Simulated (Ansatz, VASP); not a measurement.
One calculation of AlAuC4N4, two programs

File INCAR:

```
PREC = Accurate
ENCUT = 600
EDIFF = 1E-6
ISMEAR = 0
SIGMA = 0.02
LREAL = False
LASPH = True
NELM = 80
ALGO = Normal
ISIF = 3
LWAVE = False
LCHARG = False
GGA = PE
IBRION = 2
NSW = 100
EDIFFG = -0.01
```

File KPOINTS:

```
regular mesh
0
Gamma
  4 4 4
```

Contents of POSCAR:

```
AlAuC4N4
1.0
    6.1432043168      0.0000000000      0.0000000000
    0.0000000000      6.1432043168      0.0000000000
    0.0000000000      0.0000000000      6.1432043168
Al C Au N
1 4 1 4
Direct
    0.0000000000      0.0000000000      0.0000000000
    0.1850689088      0.1850689088      0.1850689088
    0.1850689088      0.8149310912      0.8149310912
    0.8149310912      0.1850689088      0.8149310912
    0.8149310912      0.8149310912      0.1850689088
    0.5000000000      0.5000000000      0.5000000000
    0.2943223242      0.2943223242      0.2943223242
    0.2943223242      0.7056776758      0.7056776758
    0.7056776758      0.2943223242      0.7056776758
    0.7056776758      0.7056776758      0.2943223242
```

Input for Ansatz:

```yaml
crystal:
  lattice:
    - [6.1432043168, 0.0, 0.0]
    - [0.0, 6.1432043168, 0.0]
    - [0.0, 0.0, 6.1432043168]
  atoms:
    - { symbol: Al, position: [0.0, 0.0, 0.0] }
    - { symbol: C, position: [0.1850689088, 0.1850689088, 0.1850689088] }
    - { symbol: C, position: [0.1850689088, 0.8149310912, 0.8149310912] }
    - { symbol: C, position: [0.8149310912, 0.1850689088, 0.8149310912] }
    - { symbol: C, position: [0.8149310912, 0.8149310912, 0.1850689088] }
    - { symbol: Au, position: [0.5, 0.5, 0.5] }
    - { symbol: "N", position: [0.2943223242, 0.2943223242, 0.2943223242] }
    - { symbol: "N", position: [0.2943223242, 0.7056776758, 0.7056776758] }
    - { symbol: "N", position: [0.7056776758, 0.2943223242, 0.7056776758] }
    - { symbol: "N", position: [0.7056776758, 0.7056776758, 0.2943223242] }
basis:
  ecutwfc: 420
kpoints:
  mp_grid: { grid: [4, 4, 4] }
hamiltonian:
  xc: pbe
scf:
  occupations: { method: gaussian, width: 0.02 }
output:
  forces: true
  stress: true
  eigenvalues: true
relax:
  adjacent_minimum: "off"
  f_tol: 0.01
  max_steps: 80
  cell: { stress_tol: 0.05 }
```

Alike in both runs: task relaxation of cell and atoms; functional PBE; k mesh 4 × 4 × 4; occupations gaussian, width 0.02 eV; no spin polarisation.

|  | VASP | Ansatz |
| --- | --- | --- |
| version | VASP 6.6.1 | Ansatz 0.2.0 |
| potentials or method | VASP PAW PBE potentials, release 64 (Al, C, Au, N), cutoff 600 eV | scalar-relativistic, plane waves, PAW |
| valence electrons in the cell | 50 | 58 |

|  | VASP | Ansatz | Ansatz less VASP |
| --- | --- | --- | --- |
| gap on the k mesh at the Fermi level, each at its own relaxed structure (eV) | 3.47 | 3.48 | +0.015 |
| relaxed volume (Å³/atom) | 23.20 | 23.24 | +0.037 |
| relaxed cell length with the largest relative difference (Å) | 6.144 | 6.148 | +0.0033 |

VASP's potentials hold 50 valence electrons a cell and Ansatz's 58, so a difference there can come from the potentials and not from the codes.

Spin-orbit coupling is off throughout. Noted on VASP's run: the standard files for N, O and F lose accuracy on very short bonds.
